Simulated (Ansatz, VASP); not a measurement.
# One calculation of Rb, two programs

Contents of INCAR:

```
SYSTEM = Rb
ALGO = Normal
EDIFF = 1E-7
ENCUT = 520
GGA = PE
ISIF = 2
ISMEAR = -1
LASPH = .TRUE.
LCHARG = .TRUE.
LELF = .TRUE.
LREAL = .FALSE.
LVHAR = .TRUE.
LWAVE = .FALSE.
NBANDS = 16
NELM = 100
PREC = Accurate
SIGMA = 0.05
```

File KPOINTS:

```
k-points
0
G
  6 6 3
  0 0 0
```

Contents of POSCAR:

```
Rb
1.0
    4.9843368720      0.0000000000      0.0000000000
   -2.4921684360      4.3165623521      0.0000000000
    0.0000000000      0.0000000000      8.2697227262
Rb
2
Direct
    0.6666666667      0.3333333333      0.7500000000
    0.3333333333      0.6666666667      0.2500000000
```

Contents of input.yaml:

```yaml
crystal:
  lattice:
    - [4.984336872, 0.0, 0.0]
    - [-2.492168436, 4.3165623521, 0.0]
    - [0.0, 0.0, 8.2697227262]
  atoms:
    - { symbol: Rb, position: [0.6666666667, 0.3333333333, 0.75] }
    - { symbol: Rb, position: [0.3333333333, 0.6666666667, 0.25] }
hamiltonian:
  xc: pbe
  pseudopotentials: { kind: paw }
kpoints:
  mp_grid: { grid: [6, 6, 3] }
scf:
  occupations: { method: fermi_dirac, width: 0.05 }
output:
  forces: true
  stress: true
  eigenvalues: true
  write_density: true
  write_potential: true
  elf: true
  volumetric_format: npy
```

Alike in both runs: task single point; functional PBE; k mesh 6 × 6 × 3; occupations fermi-dirac, width 0.05 eV; no spin polarisation.

|  | VASP | Ansatz |
| --- | --- | --- |
| version | VASP 6.6.1 | Ansatz 0.2.0 |
| potentials or method | VASP PAW PBE potentials, release 64 (Rb_sv) | Ansatz PAW |
| plane-wave cutoff (eV) | 520 | 420 |
| valence electrons in the cell | 18 | 18 |

|  | VASP | Ansatz | Ansatz less VASP |
| --- | --- | --- | --- |
| gap on the k mesh at the Fermi level (eV) | none | none | - |
| pressure (GPa) | 0.1 | 0.1 | 0.00 |
| traceless stress, the component that is largest in VASP (GPa) | -0.08 | -0.08 | +0.001 |

A gap of «none» marks a metal or a gap that the smearing closes.
